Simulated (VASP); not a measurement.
Runs of VASP 6.6.1 on K. The structure is that of space group P6_3/mmc (No. 194), or close to it. The cells are those of the table. This isn't the form of K at room conditions, which is bcc.

```tsv
cell	gap on the mesh (eV)	pressure (GPa)
a = 4.794, b = 4.794, c = 7.882 Å, angles 90.0, 90.0, 120.0°, 2 atoms	none	-0.2
a = 4.825, b = 4.825, c = 7.933 Å, angles 90.0, 90.0, 120.0°, 2 atoms	none	-0.3
a = 4.665, b = 4.665, c = 7.670 Å, angles 90.0, 90.0, 120.0°, 2 atoms	none	0.1
a = 4.856, b = 4.856, c = 7.984 Å, angles 90.0, 90.0, 120.0°, 2 atoms	none	-0.3
a = 4.698, b = 4.698, c = 7.724 Å, angles 90.0, 90.0, 120.0°, 2 atoms	none	(a)
```

Alike in all rows: task single point; level PBE; potentials or basis VASP PAW PBE potentials, release 64 (K_sv); no spin polarisation; k mesh 7 × 7 × 4; cutoff (eV) 520; smearing fermi-dirac 0.05 eV.

Q: Fill in the values left out.

A: (a) 0.0.

A gap of «none» marks levels without a gap at the run's occupations.
